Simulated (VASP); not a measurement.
## TaN: electric field gradients with PBEsol

The system is TaN.

```
CELL_PARAMETERS angstrom
3.04800 0.00000 0.00000
-1.52400 2.63965 0.00000
0.00000 0.00000 4.77046
ATOMIC_POSITIONS crystal
Ta 0.00000 0.00000 0.00000
Ta 0.00000 0.00000 0.50000
N 0.33333 0.66667 0.25000
N 0.66667 0.33333 0.75000
```

This cell differs from its parent crystal: zz strain of -3 %.

```
Program                : VASP 6.6.1
Task                   : electric field gradients
Functional             : PBEsol
Potentials or basis    : VASP PAW PBE potentials, release 64 (Ta_pv, N)
Cutoff                 : 520 eV
k mesh                 : 9 × 9 × 5
Occupations            : fermi-dirac, width 0.01 eV
Spin                   : no spin polarisation
Dipole correction      : no
Further INCAR settings : ALGO = Normal; EDIFF = 1e-08; NBANDS = 24
```

The pressure is 71.5 GPa and the band gap on the k mesh is zero (bands 16 and 17 overlap by 3.25 eV). The largest electric field gradient by atom is Ta -161.2; N +5.7 V/Å².

Stress tensor (GPa, compression positive):
```
 37.17   0.00   0.00
  0.00  37.17   0.00
  0.00   0.00 140.07
```

Levels at points of the mesh, in eV from the Fermi level:
```tsv
k point	band 12	band 13	band 14	band 15	band 16	band 17	band 18	band 19	band 20	band 21
(0.00, 0.00, 0.00)	-5.53	-3.72	-3.72	-3.54	-2.27	-2.27	-0.61	-0.61	3.15	4.19
```

Electric field gradients, principal values (V/Å²):
```
atom   least  middle  greatest (by size)
1 Ta  80.595  80.596            -161.192
2 Ta  80.595  80.596            -161.192
 3 N  -2.871  -2.872               5.743
 4 N  -2.871  -2.872               5.743
```

Run time: 57 s on 1 thread of Intel Xeon 8259CL, on a shared host, peak memory 0.17 GiB.

Caveat: the cell differs from its parent crystal (zz strain of -3 %); the cell stands under pressure; without QUAD_EFG the Cq values of the log hold for a quadrupole moment of 1 mb, not for the nuclei; the PAW data sets were made with another functional, which shifts forces and pressure a little; spin-orbit coupling is left out, which moves the levels of the heavy elements.
